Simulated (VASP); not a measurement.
# ZnO (Fm-3m) in VASP: settings compared

Aim: see how the results for ZnO move with the level of theory and the settings. Levels: r2SCAN, PBEsol, LDA. Tasks: single point, relaxation of cell and atoms.

All numbers are computed with VASP 6.6.1; they aren't measurements. Logs are shortened: lines on timing, memory, paths and dates and some standing lists are left out, and cuts for length are marked.

## Step 1: The cell of the first run

It takes space group Fm-3m (No. 225, cubic). Conventional cell: a = 4.268 Å, b = 4.268 Å, c = 4.268 Å, α = 90.00°, β = 90.00°, γ = 90.00°. Zn (site symmetry m-3m) has 6 O at 2.13 Å within 2.8 Å. Within 2.8 Å of O (site symmetry m-3m) lie 6 Zn at 2.13 Å.

## Step 2: Single point, r2SCAN

Input file POSCAR:

```
ZnO
1.0
    0.0000000000      2.1337703972      2.1337703972
    2.1337703972      0.0000000000      2.1337703972
    2.1337703972      2.1337703972      0.0000000000
Zn O
1 1
Direct
    0.0000000000      0.0000000000      0.0000000000
    0.5000000000      0.5000000000      0.5000000000
```

Input file INCAR.step1:

```
ALGO = Normal
EDIFF = 1E-4
ENCUT = 520
GGA = PE
ISMEAR = -1
LASPH = T
LCHARG = F
LREAL = F
LWAVE = T
NBANDS = 16
NELM = 100
PREC = Accurate
SIGMA = 0.02
```

Input file INCAR.step2:

```
ALGO = Normal
EDIFF = 1E-6
ENCUT = 520
ISIF = 2
ISMEAR = -1
ISTART = 1
LASPH = T
LCHARG = F
LMIXTAU = T
LREAL = F
LWAVE = F
METAGGA = R2SCAN
NBANDS = 16
NELM = 100
PREC = Accurate
SIGMA = 0.02
```

Input file KPOINTS:

```
k-points
0
Gamma
  10 10 10
```

Potentials or basis: VASP PAW PBE potentials, release 64 (Zn, O).

Run with:

```
$ cat potpaw_PBE.64/Zn/POTCAR potpaw_PBE.64/O/POTCAR > POTCAR
$ cp INCAR.step1 INCAR
$ mpirun -np 1 vasp_std > vasp.out
$ cp INCAR.step2 INCAR
$ mpirun -np 1 vasp_std > vasp.out
```

OUTCAR:

```text
EDIFF = 1E-6
   ENCUT = 520
   ISIF = 2
   ISMEAR = -1
   ISTART = 1
   LASPH = T
   LREAL = F
   METAGGA = R2SCAN
   NELM = 100
   PREC = Accurate

 ion  position               nearest neighbor table
   1  0.000  0.000  0.000-   2 2.13   2 2.13   2 2.13   2 2.13   2 2.13   2 2.13
   2  0.500  0.500  0.500-   1 2.13   1 2.13   1 2.13   1 2.13   1 2.13   1 2.13

  LATTYP: Found a face centered cubic cell.
 ALAT       =     4.2675407944

  Lattice vectors:

 A1 = (   0.0000000000,   2.1337703972,   2.1337703972)
 A2 = (   2.1337703972,   0.0000000000,   2.1337703972)
 A3 = (   2.1337703972,   2.1337703972,   0.0000000000)

Analysis of symmetry for initial positions (statically):
=====================================================================
 Subroutine PRICEL returns:
 Original cell was already a primitive cell.

 Routine SETGRP: Setting up the symmetry group for a
 face centered cubic supercell.

 Subroutine GETGRP returns: Found 48 space group operations
 (whereof 48 operations were pure point group operations)
 out of a pool of 48 trial point group operations.

The static configuration has the point symmetry O_h .

Analysis of symmetry for dynamics (positions and initial velocities):
=====================================================================
 Subroutine PRICEL returns:
 Original cell was already a primitive cell.

 Routine SETGRP: Setting up the symmetry group for a
 face centered cubic supercell.

 Subroutine GETGRP returns: Found 48 space group operations
 (whereof 48 operations were pure point group operations)
 out of a pool of 48 trial point group operations.

The dynamic configuration has the point symmetry O_h .

 Subroutine INISYM returns: Found 48 space group operations
 (whereof 48 operations are pure point group operations),
 and found     1 'primitive' translations

----------------------------------------------------------------------------------------

                                     Primitive cell

  volume of cell :      19.4300

  direct lattice vectors                    reciprocal lattice vectors
     0.000000000  2.133770397  2.133770397    -0.234326993  0.234326993  0.234326993
     2.133770397  0.000000000  2.133770397     0.234326993 -0.234326993  0.234326993
     2.133770397  2.133770397  0.000000000     0.234326993  0.234326993 -0.234326993

  length of vectors
[... 74 lines left out ...]
   ISTART =      1    job   : 0-new  1-cont  2-samecut
   ICHARG =      0    charge: 1-file 2-atom 10-const
   ISPIN  =      1    spin polarized calculation?
   LNONCOLLINEAR =      F non collinear calculations
   LSORBIT =      F    spin-orbit coupling
   LASPH  =      T    aspherical Exc in radial PAW
   ENCUT  =  520.0 eV  38.22 Ry    6.18 a.u.   5.61  5.61  5.61*2*pi/ulx,y,z
   NELM   =    100;   NELMIN=  2; NELMDL=  0     # of ELM steps
   EDIFF  = 0.1E-05   stopping-criterion for ELM
   LREAL  =      F    real-space projection
   EDIFFG = 0.1E-04   stopping-criterion for IOM
   NSW    =      0    number of steps for IOM
   IBRION =     -1    ionic relax: 0-MD 1-quasi-New 2-CG
   NFREE  =      0    steps in history (QN), initial steepest desc. (CG)
   ISIF   =      2    stress and relaxation
   ISYM   =      2    0-nonsym 1-usesym 2-fastsym
   POTIM  = 0.5000    time-step for ionic-motion
   TEBEG  =    0.0;   TEEND  =   0.0 temperature during run
   PSTRESS=    0.0 pullay stress
   NELECT =      18.0000    total number of electrons
   NUPDOWN=      -1.0000    fix difference up-down
   EMIN   =  10.00;   EMAX   =-10.00  energy-range for DOS
   EFERMI =   0.00;   METHOD = LEGACY
   ISMEAR =    -1;   SIGMA  =   0.02  broadening in eV -4-tet -1-fermi 0-gaus
   EFERMI_NEDOS =   21; number of points for ismear=-14 and -15
   IALGO  =     38    algorithm
   IMIX   =      4    mixing-type and parameters
     AMIX     =   0.40;   BMIX     =  1.00
     AMIX_MAG =   1.60;   BMIX_MAG =  1.00
  volume/ion in A,a.u.               =       9.72        65.56
  Fermi-wavevector in a.u.,A,eV,Ry     =   1.595908  3.015830 34.653003  2.546924
  Thomas-Fermi vector in A             =   2.693754
   LORBIT       =      0    0 simple, 1 ext, 2 COOP (PROOUT), +10 PAW based schemes
   METAGGA = R2SCAN    functional components
   LHFCALC =     F    Hartree Fock is set to
   AEXX    =    0.0000 exact exchange contribution
   IVDW    =     0    specifies the selected vdW correction
   LEPSILON=     F    determine dielectric tensor
   LRPA    =     F    only Hartree local field effects (RPA)
 non-spin polarized calculation
  energy-cutoff  :      520.00
  volume of cell :       19.43
 maximum number of plane-waves:       544
 NGX is ok and might be reduce to    24
   NGX = 11   NGY = 11   NGZ = 11

 number of electron      18.0000003 magnetization

 Free energy of the ion-electron system (eV)
  ---------------------------------------------------
  ext. energy  EPLUGINS =         0.00000000
  ---------------------------------------------------
  free energy    TOTEN  =       -17.94896991 eV

  energy without entropy =      -17.94896991  energy(sigma->0) =      -17.94896991

 E-fermi :   2.9583     XC(G=0): -13.1270

 val. band max:        2.4556675876   @ k =   0.5000   0.0000   0.0000
 cond. band min:       4.0024427954   @ k =   0.0000   0.0000   0.0000
 fundamental gap:      1.5467752078
 Fermi energy:         2.9583196800

 k-point     1 :       0.0000    0.0000    0.0000
  band No.  band energies     occupation
      1     -17.1543      2.00000
      2      -2.4582      2.00000
      3      -2.4582      2.00000
      4      -2.4582      2.00000
      5      -2.2702      2.00000
      6      -2.2702      2.00000
[... 433 lines left out ...]
      3      -2.8642      2.00000
      4      -2.4675      2.00000
      5      -2.2286      2.00000
      6      -2.0231      2.00000
[... 8 lines left out ...]
     15      31.1787      0.00000
     16      31.6981      0.00000

 [... further k-points ...]
[... 5 lines left out ...]
  --------------------------------------------------------------------------------------
  -------------------------------------------------------------------------------------
  Total        0.1760049      0.1760049      0.1760049     -0.0000000      0.0000000      0.0000000
  in kB       14.5131711     14.5131711     14.5131711     -0.0000000      0.0000000      0.0000000
  external PRESSURE =      14.5131711 kB  Pullay stress =       0.0000000 kB

 VOLUME and BASIS-vectors are now :
 -----------------------------------------------------------------------------
  energy-cutoff  :      520.00
  volume of cell :       19.43
      direct lattice vectors                 reciprocal lattice vectors
     0.000000000  2.133770397  2.133770397    -0.234326993  0.234326993  0.234326993
     2.133770397  0.000000000  2.133770397     0.234326993 -0.234326993  0.234326993
     2.133770397  2.133770397  0.000000000     0.234326993  0.234326993 -0.234326993

 POSITION                                       TOTAL-FORCE (eV/Angst)
 -----------------------------------------------------------------------------------
      0.00000      0.00000      0.00000        -0.000000     -0.000000     -0.000000
      2.13377      2.13377      2.13377         0.000000      0.000000      0.000000
 -----------------------------------------------------------------------------------
    total drift:                                0.000000     -0.000000     -0.000000

  FREE ENERGIE OF THE ION-ELECTRON SYSTEM (eV)
  ---------------------------------------------------
  free  energy   TOTEN  =       -17.9489699120 eV

  energy  without entropy=      -17.9489699120  energy(sigma->0) =      -17.94896991
```

Run time: 25 s. Hardware: 1 thread of Intel Xeon 6975P-C (Granite Rapids), shared host; peak memory 0.14 GiB.

What came out:

```yaml
Free_energy: -17.9490 eV
Pressure: 1.5 GPa
Band_gap_on_the_k_mesh: 1.55 eV, indirect (least direct gap 2.98 eV)
```

Caveat: the PAW data sets were made with another functional, which shifts forces and pressure a little. r2SCAN opens gaps a little over a GGA but as a rule still falls short of measured ones.

## Step 3: Single point, r2SCAN

POSCAR is that of step 2.

Input file INCAR.step1:

```
PREC = Accurate
ENCUT = 520
ISMEAR = 0
SIGMA = 0.01
LREAL = F
LASPH = T
NELM = 100
NBANDS = 16
GGA = PE
ALGO = Normal
EDIFF = 1E-4
LWAVE = T
LCHARG = F
```

Input file INCAR.step2:

```
PREC = Accurate
ENCUT = 520
EDIFF = 1E-6
ISMEAR = 0
SIGMA = 0.01
LREAL = F
LASPH = T
NELM = 100
ALGO = Normal
ISIF = 2
LWAVE = F
LCHARG = F
METAGGA = R2SCAN
LMIXTAU = T
NBANDS = 16
ISTART = 1
```

Input file KPOINTS:

```
regular mesh
0
Gamma
  10 10 10
```

Potentials or basis: VASP PAW PBE potentials, release 64 (Zn, O).

Run with:

```
$ cat potpaw_PBE.64/Zn/POTCAR potpaw_PBE.64/O/POTCAR > POTCAR
$ cp INCAR.step1 INCAR
$ mpirun -np 1 vasp_std > vasp.out
$ cp INCAR.step2 INCAR
$ mpirun -np 1 vasp_std > vasp.out
```

It took 25 s on 1 thread of Intel Xeon 6975P-C (Granite Rapids), shared host; peak memory 0.14 GiB.

The run converged. Its results:

- Free energy: -17.9490 eV
- Pressure: 1.5 GPa
- Band gap on the k mesh: 1.55 eV, indirect (least direct gap 2.98 eV)

Levels at points of the mesh, in eV from the valence-band top:
```csv
k point,band 6,band 7,band 8,band 9,band 10,band 11,band 12,band 13
"(0.00, 0.00, 0.00)",-4.73,-1.44,-1.44,-1.44,1.55,18.83,18.83,18.83
"(0.50, 0.00, 0.00)",-4.50,-3.64,0.00,0.00,6.19,10.06,13.79,13.79
"(0.50, 0.50, 0.00)",-4.38,-4.09,-2.90,-2.90,5.03,11.70,11.95,16.65
```

Caveat: the PAW data sets were made with another functional, which shifts forces and pressure a little. r2SCAN opens gaps a little over a GGA but as a rule still falls short of measured ones.

## Step 4: Relaxation of cell and atoms, PBEsol

This run uses another cell than the first one, of 10.15 Å³/atom, 1.045 times its volume.

Input file INCAR:

```
SYSTEM = ZnO
  ALGO = Normal
  EDIFF = 1E-6
  EDIFFG = -0.005
  ENCUT = 600
  GGA = PS
  IBRION = 2
  ISIF = 3
  ISMEAR = -1
  LASPH = .TRUE.
  LCHARG = .FALSE.
  LREAL = .FALSE.
  LWAVE = .FALSE.
  NELM = 60
  NSW = 80
  PREC = Accurate
  SIGMA = 0.02
```

Input file KPOINTS:

```
k-points
0
G
  10 10 10
  0 0 0
```

Input file POSCAR:

```
ZnO
1.0
    0.0000000000      2.1650699456      2.1650699456
    2.1650699456      0.0000000000      2.1650699456
    2.1650699456      2.1650699456      0.0000000000
Zn O
1 1
Direct
    0.0000000000      0.0000000000      0.0000000000
    0.5000000000      0.5000000000      0.5000000000
```

Run with:

```
$ cat potpaw_PBE.64/Zn/POTCAR potpaw_PBE.64/O/POTCAR > POTCAR
$ mpirun -np 1 vasp_std > vasp.out
```

Run time: 12 s. Hardware: 1 thread of Intel Xeon 6975P-C (Granite Rapids), shared host; peak memory 0.14 GiB.

The run converged. Its results:

| Quantity | Value |
| --- | --- |
| Free energy | -9.4897 eV |
| Relaxed volume | 9.75 Å³/atom |
| Relaxed cell | a = 3.021 Å, b = 3.021 Å, c = 3.021 Å, α = 60.00°, β = 60.00°, γ = 60.00° |
| Space group after relaxing (to 0.05 Å) | Fm-3m (No. 225) |
| Energy gained by relaxing | 8.9 meV/atom |
| Ionic steps | 3 |
| Pressure after relaxing | 0.0 GPa |
| Band gap on the k mesh | 0.82 eV, indirect (least direct gap 2.23 eV) |

The path:
```tsv
step	energy change (eV)	largest force (eV/Å)	pressure (GPa)	volume (Å³)
1	0.0000	0.0000	-6.92	20.30
2	-0.0113	0.0000	4.68	19.04
3	-0.0179	0.0000	-0.02	19.50
```

Final structure:
```
CELL_PARAMETERS angstrom
0.00000 2.13628 2.13628
2.13628 0.00000 2.13628
2.13628 2.13628 0.00000
ATOMIC_POSITIONS crystal
Zn 0.00000 0.00000 0.00000
O 0.50000 0.50000 0.50000
```

Levels at points of the mesh, in eV from the valence-band top:
```
           k point  band 7  band 8  band 9  band 10  band 11  band 12
(0.00, 0.00, 0.00)   -1.41   -1.41   -1.41     0.82    17.84    17.84
(0.50, 0.00, 0.00)   -3.62    0.00    0.00     5.28     9.06    12.68
(0.50, 0.50, 0.00)   -3.99   -2.87   -2.87     4.13    10.58    11.09
```

Caveat: the PAW data sets were made with another functional, which shifts forces and pressure a little. A hybrid or GW would open this gap; PBEsol tends to underestimate it.

## Step 5: Relaxation of cell and atoms, LDA

This run uses another cell than the first one, of 10.15 Å³/atom, 1.045 times its volume.

Input file INCAR:

```
SYSTEM = ZnO
ALGO = Normal ; EDIFF = 1E-6
EDIFFG = -0.005 ; ENCUT = 600
IBRION = 2 ; ISIF = 3
ISMEAR = -1 ; LASPH = .TRUE.
LCHARG = .FALSE. ; LREAL = .FALSE.
LWAVE = .FALSE. ; NELM = 100
NSW = 80 ; PREC = Accurate
SIGMA = 0.02
```

KPOINTS is that of step 4.

POSCAR is that of step 4.

Potentials or basis: VASP PAW LDA potentials, release 64 (Zn, O).

Run with:

```
$ cat potpaw_LDA.64/Zn/POTCAR potpaw_LDA.64/O/POTCAR > POTCAR
$ mpirun -np 1 vasp_std > vasp.out
```

Wall time 18 s (1 thread of Intel Xeon 6975P-C (Granite Rapids), shared host); peak memory 0.14 GiB.

It converged, with:

```
Free energy                            : -10.3695 eV
Relaxed volume                         : 9.40 Å³/atom
Relaxed cell                           : a = 2.985 Å, b = 2.985 Å, c = 2.985 Å, α = 60.00°, β = 60.00°, γ = 60.00°
Space group after relaxing (to 0.05 Å) : Fm-3m (No. 225)
Energy gained by relaxing              : 33.3 meV/atom
Ionic steps                            : 6
Pressure after relaxing                : 0.0 GPa
Band gap on the k mesh                 : 1.08 eV, indirect (least direct gap 2.60 eV)
```

The path:
| step | energy change (eV) | largest force (eV/Å) | pressure (GPa) | volume (Å³) |
| --- | --- | --- | --- | --- |
| 1 | 0.0000 | 0.0000 | -13.32 | 20.30 |
| 2 | -0.0368 | 0.0000 | 11.22 | 17.92 |
| 3 | -0.0666 | 0.0000 | -0.12 | 18.81 |
| 4 | -0.0665 | 0.0000 | 0.27 | 18.78 |
| 5 | -0.0666 | 0.0000 | -0.23 | 18.82 |
| 6 | -0.0666 | 0.0000 | 0.00 | 18.81 |

Final structure:
```xyz
2
Lattice="0.0000 2.1106 2.1106 2.1106 0.0000 2.1106 2.1106 2.1106 0.0000" Properties=species:S:1:pos:R:3 pbc="T T T"
Zn    2.1106    0.0000    2.1106
O     2.1106    2.1106    2.1106
```

Levels at points of the mesh, in eV from the valence-band top:
```tsv
k point	band 7	band 8	band 9	band 10	band 11	band 12
(0.00, 0.00, 0.00)	-1.52	-1.52	-1.52	1.08	18.08	18.08
(0.50, 0.00, 0.00)	-3.74	0.00	0.00	5.39	9.31	12.78
(0.50, 0.50, 0.00)	-4.05	-3.06	-3.06	4.20	10.79	11.23
```

A k mesh can miss the band edges. As with any semilocal functional, this LDA gap is likely too small.

## Step 6: Relaxation of cell and atoms, r2SCAN

This run uses another cell than the first one, of 10.15 Å³/atom, 1.045 times its volume.

POSCAR is that of step 5.

Input file INCAR.step1:

```
ALGO     = Normal         # electronic algorithm
EDIFF    = 1E-4           # SCF threshold, eV
ENCUT    = 600            # plane-wave cutoff, eV
GGA      = PE             # functional
ISMEAR   = -1             # smearing method
LASPH    = T              # aspherical terms in the spheres
LCHARG   = F              # write CHGCAR
LREAL    = F              # projectors in reciprocal space
LWAVE    = T              # write WAVECAR
NELM     = 60             # most SCF steps
PREC     = Accurate       # precision mode
SIGMA    = 0.02           # smearing width, eV
```

Input file INCAR.step2:

```
ALGO     = Normal         # electronic algorithm
EDIFF    = 1E-7           # SCF threshold, eV
EDIFFG   = -0.005         # ionic threshold
ENCUT    = 600            # plane-wave cutoff, eV
IBRION   = 2              # ionic algorithm
ISIF     = 3              # what is computed and relaxed
ISMEAR   = -1             # smearing method
ISTART   = 1            
LASPH    = T              # aspherical terms in the spheres
LCHARG   = F              # write CHGCAR
LMIXTAU  = T            
LREAL    = F              # projectors in reciprocal space
LWAVE    = F              # write WAVECAR
METAGGA  = R2SCAN         # meta-GGA
NELM     = 60             # most SCF steps
NSW      = 80             # ionic steps
PREC     = Accurate       # precision mode
SIGMA    = 0.02           # smearing width, eV
```

Input file KPOINTS:

```
k-points
0
Gamma
  10 10 10
```

Potentials or basis: VASP PAW PBE potentials, release 64 (Zn, O).

Run with:

```
$ cat potpaw_PBE.64/Zn/POTCAR potpaw_PBE.64/O/POTCAR > POTCAR
$ cp INCAR.step1 INCAR
$ mpirun -np 1 vasp_std > vasp.out
$ cp INCAR.step2 INCAR
$ mpirun -np 1 vasp_std > vasp.out
```

Wall time 73 s (1 thread of Intel Xeon 6975P-C (Granite Rapids), shared host); peak memory 0.15 GiB.

It converged, with:

- Free energy: -17.9563 eV
- Relaxed volume: 9.77 Å³/atom
- Relaxed cell: a = 3.023 Å, b = 3.023 Å, c = 3.023 Å, α = 60.00°, β = 60.00°, γ = 60.00°
- Space group after relaxing (to 0.05 Å): Fm-3m (No. 225)
- Energy gained by relaxing: 8.6 meV/atom
- Ionic steps: 4
- Pressure after relaxing: 0.0 GPa
- Band gap on the k mesh: 1.52 eV, indirect (least direct gap 2.93 eV)

Step by step:
```tsv
step	energy change (eV)	largest force (eV/Å)	pressure (GPa)	volume (Å³)
1	0.0000	0.0000	-6.63	20.30
2	-0.0117	0.0000	4.63	19.09
3	-0.0173	0.0000	0.33	19.51
4	-0.0173	0.0000	-0.02	19.54
```

Final structure:
```xyz
2
Lattice="0.0000 2.1379 2.1379 2.1379 0.0000 2.1379 2.1379 2.1379 0.0000" Properties=species:S:1:pos:R:3 pbc="T T T"
Zn    0.0000    0.0000    0.0000
O     2.1379    2.1379    2.1379
```

Levels at points of the mesh, in eV from the valence-band top:
```
           k point  band 5  band 6  band 7  band 8  band 9  band 10  band 11  band 12  band 13
(0.00, 0.00, 0.00)   -4.72   -4.72   -1.41   -1.41   -1.41     1.52    18.80    18.80    18.80
(0.50, 0.00, 0.00)   -4.49   -4.49   -3.64    0.00    0.00     6.18    10.00    13.76    13.76
(0.50, 0.50, 0.00)   -4.38   -4.38   -4.09   -2.86   -2.86     5.00    11.67    11.95    16.59
```

Caveat: the PAW data sets were made with another functional, which shifts forces and pressure a little.

## Step 7: The runs side by side

```tsv
task	level	potentials or basis	cell	cutoff (eV)	smearing	gap on the mesh (eV)	pressure (GPa)	relaxed volume (Å³/atom)
single point	r2SCAN	VASP PAW PBE potentials, release 64 (Zn, O)	a = 3.018 Å, angles 60.0°, 2 atoms	520	fermi-dirac 0.02 eV	1.55	1.5	-
single point	r2SCAN	VASP PAW PBE potentials, release 64 (Zn, O)	a = 3.018 Å, angles 60.0°, 2 atoms	520	gaussian 0.01 eV	1.55	1.5	-
relaxation of cell and atoms	PBEsol	VASP PAW PBE potentials, release 64 (Zn, O)	relaxed from a = 3.062 Å, angles 60.0°, 2 atoms	600	fermi-dirac 0.02 eV	0.82	0.0	9.75
relaxation of cell and atoms	LDA	VASP PAW LDA potentials, release 64 (Zn, O)	relaxed from a = 3.062 Å, angles 60.0°, 2 atoms	600	fermi-dirac 0.02 eV	1.08	0.0	9.40
relaxation of cell and atoms	r2SCAN	VASP PAW PBE potentials, release 64 (Zn, O)	relaxed from a = 3.062 Å, angles 60.0°, 2 atoms	600	fermi-dirac 0.02 eV	1.52	0.0	9.77
```

Alike in all rows: no spin polarisation; k mesh 10 × 10 × 10.

Caveats: the PAW data sets were made with another functional, which shifts forces and pressure a little (some runs).

Absolute energies hang on the potentials; compare differences alone.
